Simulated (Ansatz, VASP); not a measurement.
**LiBr: VASP beside Ansatz**

The input INCAR:

```
SYSTEM = LiBr
PREC = Accurate
ENCUT = 750
EDIFF = 1E-6
ISMEAR = 0
SIGMA = 0.05
LREAL = .False.
LASPH = .True.
NELM = 120
ALGO = Normal
ISIF = 2
LWAVE = .False.
LCHARG = .False.
GGA = PS
NBANDS = 12
GGA_COMPAT = .False.
```

KPOINTS

```
regular mesh
0
Gamma
  10 10 10
  0 0 0
```

File POSCAR:

```
LiBr
1.0
    0.0000000000      2.7445003033      2.7445003033
    2.7445003033      0.0000000000      2.7445003033
    2.7445003033      2.7445003033      0.0000000000
Li Br
1 1
Direct
    0.0000000000      0.0000000000      0.0000000000
    0.5000000000      0.5000000000      0.5000000000
```

Input for Ansatz:

```yaml
crystal:
  lattice:
    - [0.0, 2.7445003033, 2.7445003033]
    - [2.7445003033, 0.0, 2.7445003033]
    - [2.7445003033, 2.7445003033, 0.0]
  atoms:
    - { symbol: Li, position: [0.0, 0.0, 0.0] }
    - { symbol: Br, position: [0.5, 0.5, 0.5] }
basis:
  ecutwfc: 420
  ecutrho_ratio: 4
kpoints:
  mp_grid: { grid: [10, 10, 10] }
hamiltonian:
  xc: pbesol
scf:
  occupations: { method: gaussian, width: 0.05 }
output:
  forces: true
  stress: true
  eigenvalues: true
```

Alike in both runs: task single point; functional PBEsol; k mesh 10 × 10 × 10; occupations gaussian, width 0.05 eV; no spin polarisation.

|  | VASP | Ansatz |
| --- | --- | --- |
| version | VASP 6.6.1 | Ansatz 0.2.0 |
| potentials or method | VASP PAW PBE potentials, release 64 (Li_sv, Br), cutoff 750 eV | scalar-relativistic, plane waves, PAW |
| valence electrons in the cell | 10 | 10 |

|  | VASP | Ansatz | Ansatz less VASP |
| --- | --- | --- | --- |
| gap on the k mesh at the Fermi level (eV) | 4.79 | 4.79 | -0.002 |
| least direct gap on the mesh (eV) | 4.80 | 4.79 | -0.002 |
| pressure (GPa) | -1.1 | -1.1 | +0.02 |

VASP's potentials were made for PBE, not for PBEsol. The functional is the same, so the differences come from potentials, cutoffs and numerics.
